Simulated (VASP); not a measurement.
# HfB in VASP: a series of runs

The runs below take HfB through single point, relaxation of cell and atoms, with PBE.

Everything below comes from runs of VASP 6.6.1. Logs are shortened: lines on timing, memory, paths and dates and some standing lists are left out, and cuts for length are marked.

### 1 The cell of the first run

It takes space group P6mm (No. 183, hexagonal). The conventional cell has a = 4.111 Å, b = 4.111 Å, c = 3.908 Å, α = 90.00°, β = 90.00°, γ = 120.00°. Within 2.6 Å of Hf (site symmetry 3m) lie 2 B at 1.93 to 1.98 Å and 3 Hf at 2.37 Å. Within 2.6 Å of B (site symmetry 3m) lie 2 Hf at 1.93 to 1.98 Å and 3 B at 2.37 Å.

### 2 Single point, PBE

Contents of INCAR:

```
PREC = Accurate ; ENCUT = 520
EDIFF = 1E-6 ; ISMEAR = 0
SIGMA = 0.1 ; LREAL = False
LASPH = True ; NELM = 80
ALGO = Normal ; ISIF = 2
LWAVE = False ; LCHARG = False
GGA = PE ; NBANDS = 21
```

Contents of KPOINTS:

```
regular mesh
0
Gamma
  6 6 4
```

Contents of POSCAR:

```
HfB
1.0
    4.1113963600      0.0000000000      0.0000000000
   -2.0556981800      3.5605737000      0.0000000000
    0.0000000000      0.0000000000      3.9083932200
Hf B
2 2
Direct
    0.3333333300      0.6666666700      0.2442142800
    0.6666666700      0.3333333300      0.2442142800
    0.3333333300      0.6666666700      0.7384655900
    0.6666666700      0.3333333300      0.7384655900
```

Potentials or basis: VASP PAW PBE potentials, release 64 (Hf_pv, B).

Launch:

```console
> cat potpaw_PBE.64/Hf_pv/POTCAR potpaw_PBE.64/B/POTCAR > POTCAR
> mpirun -np 1 vasp_std > vasp.out
```

OUTCAR:

```text
PREC = Accurate
   ENCUT = 520
   EDIFF = 1E-6
   ISMEAR = 0
   LREAL = False
   LASPH = True
   NELM = 80
   ISIF = 2
   GGA = PE

 ion  position               nearest neighbor table
   1  0.333  0.667  0.244-   3 1.93   3 1.98   2 2.37   2 2.37   2 2.37
   2  0.667  0.333  0.244-   4 1.93   4 1.98   1 2.37   1 2.37   1 2.37
   3  0.333  0.667  0.738-   1 1.93   1 1.98
   4  0.667  0.333  0.738-   2 1.93   2 1.98

  LATTYP: Found a hexagonal cell.
 ALAT       =     4.1113963600
 C/A-ratio  =     0.9506242838

  Lattice vectors:

 A1 = (   4.1113963600,   0.0000000000,   0.0000000000)
 A2 = (  -2.0556981800,   3.5605737000,   0.0000000000)
 A3 = (   0.0000000000,   0.0000000000,   3.9083932200)

Analysis of symmetry for initial positions (statically):
=====================================================================
 Subroutine PRICEL returns:
 Original cell was already a primitive cell.

 Routine SETGRP: Setting up the symmetry group for a
 hexagonal supercell.

 Subroutine GETGRP returns: Found 12 space group operations
 (whereof 12 operations were pure point group operations)
 out of a pool of 24 trial point group operations.

The static configuration has the point symmetry C_6v.

Analysis of symmetry for dynamics (positions and initial velocities):
=====================================================================
 Subroutine PRICEL returns:
 Original cell was already a primitive cell.

 Routine SETGRP: Setting up the symmetry group for a
 hexagonal supercell.

 Subroutine GETGRP returns: Found 12 space group operations
 (whereof 12 operations were pure point group operations)
 out of a pool of 24 trial point group operations.

The dynamic configuration has the point symmetry C_6v.

 Subroutine INISYM returns: Found 12 space group operations
 (whereof 12 operations are pure point group operations),
 and found     1 'primitive' translations

----------------------------------------------------------------------------------------

                                     Primitive cell

  volume of cell :      57.2147

  direct lattice vectors                    reciprocal lattice vectors
     4.111396360  0.000000000  0.000000000     0.243226367  0.140426808  0.000000000
    -2.055698180  3.560573700  0.000000000     0.000000000  0.280853616  0.000000000
     0.000000000  0.000000000  3.908393220     0.000000000  0.000000000  0.255859619

  length of vectors
     4.111396360  4.111396366  3.908393220     0.280853617  0.280853616  0.255859619

  position of ions in fractional coordinates (direct lattice)
     0.333333330  0.666666670  0.244214280
     0.666666670  0.333333330  0.244214280
     0.333333330  0.666666670  0.738465590
     0.666666670  0.333333330  0.738465590

  ion indices of the primitive-cell ions
   primitive index   ion index
                 1           1
                 2           2
                 3           3
                 4           4

----------------------------------------------------------------------------------------

 KPOINTS: regular mesh

Automatic generation of k-mesh.
 Grid dimensions read from file:
 generate k-points for:    6    6    4

 Generating k-lattice:

  Cartesian coordinates                     Fractional coordinates (reciprocal lattice)
     0.040537728  0.023404468  0.000000000     0.166666667  0.000000000  0.000000000
     0.000000000  0.046808936  0.000000000     0.000000000  0.166666667  0.000000000
     0.000000000  0.000000000  0.063964905     0.000000000  0.000000000  0.250000000

  Length of vectors
     0.046808936  0.046808936  0.063964905

  Shift w.r.t. Gamma in fractional coordinates (k-lattice)
     0.000000000  0.000000000  0.000000000

 Subroutine IBZKPT returns following result:
 ===========================================

 Found     21 irreducible k-points:

 Following reciprocal coordinates:
            Coordinates               Weight
  0.000000  0.000000  0.000000      1.000000
  0.166667  0.000000  0.000000      6.000000
  0.333333 -0.000000  0.000000      6.000000
  0.500000  0.000000  0.000000      3.000000
  0.166667  0.166667  0.000000      6.000000
  0.333333  0.166667  0.000000     12.000000
[... 13 lines left out ...]
  0.333333  0.166667  0.500000     12.000000
  0.333333  0.333333  0.500000      2.000000
   k-points           NKPTS =     21   k-points in BZ     NKDIM =     21   number of bands    NBANDS=     21
   number of dos      NEDOS =    301   number of ions     NIONS =      4
   total plane-waves  NPLWV =  30720
   dimension x,y,z NGX =    32 NGY =   32 NGZ =   30
   dimension x,y,z NGXF=    64 NGYF=   64 NGZF=   60
   ions per type =               2   2
   NGX,Y,Z   is equivalent  to a cutoff of  12.94, 12.94, 12.76 a.u.
   NGXF,Y,Z  is equivalent  to a cutoff of  25.88, 25.88, 25.52 a.u.
 SYSTEM =  unknown system
   PREC   = accura    normal or accurate (medium, high low for compatibility)
   ISTART =      0    job   : 0-new  1-cont  2-samecut
   ICHARG =      2    charge: 1-file 2-atom 10-const
   ISPIN  =      1    spin polarized calculation?
   LNONCOLLINEAR =      F non collinear calculations
   LSORBIT =      F    spin-orbit coupling
   LASPH  =      T    aspherical Exc in radial PAW
   ENCUT  =  520.0 eV  38.22 Ry    6.18 a.u.   7.64  7.64  7.27*2*pi/ulx,y,z
   NELM   =     80;   NELMIN=  2; NELMDL= -5     # of ELM steps
   EDIFF  = 0.1E-05   stopping-criterion for ELM
   LREAL  =      F    real-space projection
   EDIFFG = 0.1E-04   stopping-criterion for IOM
   NSW    =      0    number of steps for IOM
   IBRION =     -1    ionic relax: 0-MD 1-quasi-New 2-CG
   NFREE  =      0    steps in history (QN), initial steepest desc. (CG)
   ISIF   =      2    stress and relaxation
   ISYM   =      2    0-nonsym 1-usesym 2-fastsym
   POTIM  = 0.5000    time-step for ionic-motion
   TEBEG  =    0.0;   TEEND  =   0.0 temperature during run
   PSTRESS=    0.0 pullay stress
   NELECT =      26.0000    total number of electrons
   NUPDOWN=      -1.0000    fix difference up-down
   EMIN   =  10.00;   EMAX   =-10.00  energy-range for DOS
   EFERMI =   0.00;   METHOD = LEGACY
   ISMEAR =     0;   SIGMA  =   0.10  broadening in eV -4-tet -1-fermi 0-gaus
   EFERMI_NEDOS =   21; number of points for ismear=-14 and -15
   IALGO  =     38    algorithm
   IMIX   =      4    mixing-type and parameters
     AMIX     =   0.40;   BMIX     =  1.00
     AMIX_MAG =   1.60;   BMIX_MAG =  1.00
  volume/ion in A,a.u.               =      14.30        96.53
  Fermi-wavevector in a.u.,A,eV,Ry     =   1.258626  2.378459 21.553531  1.584140
  Thomas-Fermi vector in A             =   2.392226
   LORBIT       =      0    0 simple, 1 ext, 2 COOP (PROOUT), +10 PAW based schemes
   GGA     = PE    functional components
   LHFCALC =     F    Hartree Fock is set to
   AEXX    =    0.0000 exact exchange contribution
   IVDW    =     0    specifies the selected vdW correction
   LEPSILON=     F    determine dielectric tensor
   LRPA    =     F    only Hartree local field effects (RPA)
 non-spin polarized calculation
 Gauss-broadening in eV      SIGMA  =   0.10
  energy-cutoff  :      520.00
  volume of cell :       57.21
 maximum number of plane-waves:      1551
 NGX is ok and might be reduce to    32
   NGX = 15   NGY = 15   NGZ = 15

 number of electron      26.0000000 magnetization

 Free energy of the ion-electron system (eV)
  ---------------------------------------------------
  ext. energy  EPLUGINS =         0.00000000
  ---------------------------------------------------
  free energy    TOTEN  =       -19.78542505 eV

  energy without entropy =      -19.76145245  energy(sigma->0) =      -19.77343875

 E-fermi :   4.7295     XC(G=0): -11.1936

 val. band max:        4.6719793212   @ k =   0.3333   0.1667   0.2500
 cond. band min:       4.7455693872   @ k =   0.1667   0.1667   0.0000
 fundamental gap:      0.0735900659
 Fermi energy:         4.7294813216

 k-point     1 :       0.0000    0.0000    0.0000
  band No.  band energies     occupation
      1     -26.6178      2.00000
      2     -26.6178      2.00000
      3     -25.7232      2.00000
      4     -24.7336      2.00000
      5     -23.7493      2.00000
      6     -23.7493      2.00000
[... 13 lines left out ...]
     20       9.3694      0.00000
     21       9.7131      0.00000

 k-point     2 :       0.1667    0.0000    0.0000
  band No.  band energies     occupation
      1     -26.6856      2.00000
      2     -26.4892      2.00000
      3     -25.6677      2.00000
      4     -24.7953      2.00000
      5     -23.8886      2.00000
      6     -23.6500      2.00000
[... 13 lines left out ...]
     20       9.9250      0.00000
     21       9.9273      0.00000

 k-point     3 :       0.3333   -0.0000    0.0000
  band No.  band energies     occupation
      1     -26.8100      2.00000
      2     -26.1832      2.00000
      3     -25.5230      2.00000
      4     -24.9525      2.00000
      5     -24.2136      2.00000
      6     -23.4619      2.00000
[... 13 lines left out ...]
     20       9.7307      0.00000
     21      10.2590      0.00000
[... 385 lines left out ...]
 k-point    20 :       0.3333    0.1667    0.5000
  band No.  band energies     occupation
      1     -26.9151      2.00000
      2     -25.8140      2.00000
      3     -25.4279      2.00000
      4     -25.0795      2.00000
      5     -24.5801      2.00000
      6     -23.2935      2.00000
[... 13 lines left out ...]
     20      10.6306      0.00000
     21      12.0774      0.00000

 k-point    21 :       0.3333    0.3333    0.5000
  band No.  band energies     occupation
      1     -26.9925      2.00000
      2     -25.2554      2.00000
      3     -25.2554      2.00000
      4     -25.2040      2.00000
      5     -25.2040      2.00000
      6     -23.1891      2.00000
[... 13 lines left out ...]
     20       9.7256      0.00000
     21      10.3172      0.00000

------------------------ aborting loop because EDIFF is reached ----------------------------------------

  FORCE on cell =-STRESS in cart. coord.  units (eV):
  Direction    XX          YY          ZZ          XY          YZ          ZX
  --------------------------------------------------------------------------------------
  -------------------------------------------------------------------------------------
  Total        9.2251235      9.2251235     42.7820221     -0.0000000     -0.0000000      0.0000000
  in kB      258.3302065    258.3302076   1198.0206716     -0.0000000     -0.0000000      0.0000000
  external PRESSURE =     571.5603619 kB  Pullay stress =       0.0000000 kB

 VOLUME and BASIS-vectors are now :
 -----------------------------------------------------------------------------
  energy-cutoff  :      520.00
  volume of cell :       57.21
      direct lattice vectors                 reciprocal lattice vectors
     4.111396360  0.000000000  0.000000000     0.243226367  0.140426808  0.000000000
    -2.055698180  3.560573700  0.000000000     0.000000000  0.280853616  0.000000000
     0.000000000  0.000000000  3.908393220     0.000000000  0.000000000  0.255859619

 POSITION                                       TOTAL-FORCE (eV/Angst)
 -----------------------------------------------------------------------------------
     -0.00000      2.37372      0.95449         0.000000      0.000000     -0.995044
      2.05570      1.18686      0.95449        -0.000000      0.000000     -0.995044
     -0.00000      2.37372      2.88621         0.000000     -0.000000      0.995044
      2.05570      1.18686      2.88621        -0.000000      0.000000      0.995044
 -----------------------------------------------------------------------------------
    total drift:                                0.000000      0.000000     -0.000001

  FREE ENERGIE OF THE ION-ELECTRON SYSTEM (eV)
  ---------------------------------------------------
  free  energy   TOTEN  =       -19.7854250464 eV

  energy  without entropy=      -19.7614524459  energy(sigma->0) =      -19.77343875
```

Run time: 48 s. Hardware: 1 thread of AMD EPYC 7R43 (Zen 3), shared host; peak memory 0.14 GiB.

What came out:

| Item | Value |
| --- | --- |
| Free energy | -19.7854 eV |
| Pressure | 57.2 GPa |
| Largest force | 0.995 eV/Å |
| Band gap on the k mesh | zero (band 13 reaches 5.32 eV, above the bottom of band 14 at 4.54 eV) |

Forces on the atoms (eV/Å):
```
Hf   0.000  0.000 -0.995
Hf   0.000  0.000 -0.995
B    0.000  0.000  0.995
B    0.000  0.000  0.995
```

Levels at points of the mesh, in eV from the Fermi level:
| k point | band 11 | band 12 | band 13 | band 14 | band 15 | band 16 |
| --- | --- | --- | --- | --- | --- | --- |
| (0.00, 0.00, 0.00) | -1.55 | -0.18 | -0.18 | 0.41 | 0.41 | 1.30 |
| (0.50, 0.00, 0.00) | -0.96 | -0.60 | -0.43 | -0.17 | 0.14 | 1.45 |
| (0.00, 0.00, 0.50) | -3.07 | -1.85 | 0.42 | 0.42 | 0.73 | 1.58 |
| (0.50, 0.00, 0.50) | -3.06 | -2.14 | -0.29 | -0.13 | 0.21 | 2.39 |

Caveat: the k points lie up to 0.40 Å⁻¹ apart; spin-orbit coupling is left out, which moves the levels of the heavy elements.

### 3 Single point, PBE

This run uses another cell than the first one, of 22.58 Å³/atom, 1.579 times its volume.

Contents of INCAR:

```
SYSTEM = HfB
ALGO = Normal
EDIFF = 1E-7
ENCUT = 520
GGA = PE
ISIF = 2
ISMEAR = 0
LASPH = .TRUE.
LCHARG = .FALSE.
LREAL = .FALSE.
LWAVE = .FALSE.
NBANDS = 21
NELM = 60
PREC = Accurate
SIGMA = 0.1
```

Contents of KPOINTS:

```
k-points
0
G
  6 6 4
  0 0 0
```

Contents of POSCAR:

```
HfB
1.0
    4.7208283516      0.0000000000      0.0000000000
   -2.3604141758      4.0883572794      0.0000000000
    0.0000000000      0.0000000000      4.6798792673
Hf B
2 2
Direct
    0.3333333333      0.6666666667      0.2413444966
    0.6666666667      0.3333333333      0.2413444966
    0.3333333333      0.6666666667      0.7413353734
    0.6666666667      0.3333333333      0.7413353734
```

Potentials or basis: VASP PAW PBE potentials, release 64 (Hf_pv, B).

Launch:

```console
> cat potpaw_PBE.64/Hf_pv/POTCAR potpaw_PBE.64/B/POTCAR > POTCAR
> mpirun -np 1 vasp_std > vasp.out
```

Run time: 79 s. Hardware: 1 thread of AMD EPYC 7R43 (Zen 3), shared host; peak memory 0.18 GiB.

It converged, with:

```yaml
Free_energy: -24.5478 eV
Pressure: 0.1 GPa
Band_gap_on_the_k_mesh: zero (band 13 reaches 2.49 eV, above the bottom of band 14 at 1.25 eV)
```

Stress tensor (GPa, compression positive):
```
-0.07  0.00  0.00
 0.00 -0.07  0.00
 0.00  0.00  0.42
```

Levels at points of the mesh, in eV from the Fermi level:
```tsv
k point	band 11	band 12	band 13	band 14	band 15	band 16
(0.00, 0.00, 0.00)	-0.45	-0.39	0.62	0.62	0.64	0.64
(0.50, 0.00, 0.00)	-0.82	-0.14	-0.13	0.06	0.13	0.13
(0.00, 0.00, 0.50)	-1.80	-1.79	-1.01	1.09	1.09	1.54
(0.50, 0.00, 0.50)	-2.14	-1.03	-0.52	-0.44	0.06	0.92
```

Caveat: spin-orbit coupling is left out, which moves the levels of the heavy elements.

### 4 Relaxation of cell and atoms, PBE

Contents of INCAR:

```
SYSTEM = HfB
ALGO = Normal
EDIFF = 1E-6
EDIFFG = -0.04
ENCUT = 600
GGA = PE
IBRION = 2
ISIF = 3
ISMEAR = 0
LASPH = .TRUE.
LCHARG = .FALSE.
LREAL = .FALSE.
LWAVE = .FALSE.
NELM = 80
NSW = 90
PREC = Accurate
SIGMA = 0.1
```

KPOINTS is that of step 3.

Contents of POSCAR:

```
HfB
1.0
    4.1113963600      0.0000000000      0.0000000000
   -2.0556981800      3.5605737000      0.0000000000
    0.0000000000      0.0000000000      3.9083932200
Hf B
2 2
Direct
    0.3333333300      0.6666666700      0.2442142800
    0.6666666700      0.3333333300      0.2442142800
    0.3333333300      0.6666666700      0.7384655900
    0.6666666700      0.3333333300      0.7384655900
```

Launch:

```console
> cat potpaw_PBE.64/Hf_pv/POTCAR potpaw_PBE.64/B/POTCAR > POTCAR
> mpirun -np 1 vasp_std > vasp.out
```

Wall time 5.9 min (1 thread of AMD EPYC 7R43 (Zen 3), shared host); peak memory 0.18 GiB.

Results (log left out):

```
Free energy                            : -24.5418 eV
Relaxed volume                         : 22.50 Å³/atom
Relaxed cell                           : a = 4.709 Å, b = 4.709 Å, c = 4.687 Å, α = 90.00°, β = 90.00°, γ = 120.00°
Space group after relaxing (to 0.05 Å) : P6/mmm (No. 191)
Energy gained by relaxing              : 1188.6 meV/atom
Ionic steps                            : 11
Pressure after relaxing                : 0.1 GPa
Largest force after relaxing           : 0.026 eV/Å
Band gap on the k mesh                 : zero (band 13 reaches 2.52 eV, above the bottom of band 14 at 1.29 eV)
```

Forces on the atoms (eV/Å):
```
Hf   0.000  0.000 -0.026
Hf   0.000  0.000 -0.026
B    0.000  0.000  0.026
B    0.000  0.000  0.026
```

Stress tensor (GPa, compression positive):
```
0.13 0.00 0.00
0.00 0.13 0.00
0.00 0.00 0.00
```

The path:
```tsv
step	energy change (eV)	largest force (eV/Å)	pressure (GPa)	volume (Å³)
1	0.0000	0.9949	57.13	57.21
2	-1.8325	0.2325	-8.14	107.09
3	-4.2664	0.3492	3.63	78.72
4	-4.2807	0.3853	5.01	77.53
5	-4.2814	0.4047	5.88	76.84
6	-4.6949	0.1234	1.09	85.52
7	-4.7447	0.1252	-1.06	92.77
8	-4.7512	0.0583	-0.63	90.91
9	-4.7511	0.0482	-0.61	90.62
10	-4.7514	0.0012	0.71	89.40
11	-4.7542	0.0261	0.09	90.00
```

Final structure:
```cif
data_structure
_symmetry_space_group_name_H-M 'P 1'
_symmetry_Int_Tables_number 1
_cell_length_a 4.7087
_cell_length_b 4.7087
_cell_length_c 4.6871
_cell_angle_alpha 90.000
_cell_angle_beta 90.000
_cell_angle_gamma 120.000
_cell_volume 90.00
loop_
_atom_site_label
_atom_site_type_symbol
_atom_site_fract_x
_atom_site_fract_y
_atom_site_fract_z
_atom_site_occupancy
Hf1 Hf 0.33333 0.66667 0.24161 1
Hf2 Hf 0.66667 0.33333 0.24161 1
B1 B 0.33333 0.66667 0.74107 1
B2 B 0.66667 0.33333 0.74107 1
```

Levels at points of the mesh, in eV from the Fermi level:
| k point | band 10 | band 11 | band 12 | band 13 | band 14 | band 15 | band 16 | band 17 |
| --- | --- | --- | --- | --- | --- | --- | --- | --- |
| (0.00, 0.00, 0.00) | -0.45 | -0.45 | -0.42 | 0.62 | 0.62 | 0.62 | 0.62 | 2.36 |
| (0.50, 0.00, 0.00) | -0.98 | -0.81 | -0.15 | -0.13 | 0.05 | 0.11 | 0.11 | 2.76 |
| (0.00, 0.00, 0.50) | -1.83 | -1.81 | -1.77 | -0.99 | 1.09 | 1.09 | 1.56 | 1.67 |
| (0.50, 0.00, 0.50) | -2.46 | -2.13 | -1.06 | -0.51 | -0.43 | 0.04 | 0.94 | 2.28 |

Caveat: the k points lie up to 0.34 Å⁻¹ apart in the final cell; the volume moved by over 15 % at a fixed basis, so the end points are rough; spin-orbit coupling is left out, which moves the levels of the heavy elements.

### 5 Summary

| task | cell | cutoff (eV) | gap on the mesh (eV) | pressure (GPa) | largest force (eV/Å) |
| --- | --- | --- | --- | --- | --- |
| single point | a = 4.111, b = 4.111, c = 3.908 Å, angles 90.0, 90.0, 120.0°, 4 atoms | 520 | none | 57.2 | 1.00 |
| single point | a = 4.721, b = 4.721, c = 4.680 Å, angles 90.0, 90.0, 120.0°, 4 atoms | 520 | none | 0.1 | - |
| relaxation of cell and atoms | relaxed from a = 4.111, b = 4.111, c = 3.908 Å, angles 90.0, 90.0, 120.0°, 4 atoms | 600 | none | 0.1 | 0.03 |

Alike in all rows: level PBE; potentials or basis VASP PAW PBE potentials, release 64 (Hf_pv, B); no spin polarisation; k mesh 6 × 6 × 4; smearing gaussian 0.1 eV.

Caveats: some runs use coarse meshes; spin-orbit coupling is left out, which moves the levels of the heavy elements; the volume moved by over 15 % at a fixed basis, so the end points are rough (some runs).

Absolute energies hang on the potentials; compare differences alone.
